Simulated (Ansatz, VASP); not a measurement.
## Two plane-wave programs on Cu

```
CELL_PARAMETERS angstrom
0.00000 1.83600 1.83600
1.83600 0.00000 1.83600
1.83600 1.83600 0.00000
ATOMIC_POSITIONS crystal
Cu 0.00000 0.00000 0.00000
```

Alike in both runs: task single point; functional PBE; k mesh 12 × 12 × 12; occupations fermi-dirac, width 0.0005 eV; no spin polarisation.

```csv
,VASP,Ansatz
version,VASP 6.6.1,Ansatz 0.2.0
potentials or method,"VASP PAW PBE potentials, release 64 (Cu), cutoff 600 eV","PAW, plane waves, scalar-relativistic"
valence electrons in the cell,11,19
```

Ansatz gave:

| Item | Value |
| --- | --- |
| pressure (GPa) | -4.7 |

Task: Estimate VASP's values.

Result: Pressure (GPa): -3.9.

VASP's potentials hold 11 valence electrons a cell and Ansatz's 19, so a difference there can come from the potentials and not from the codes.
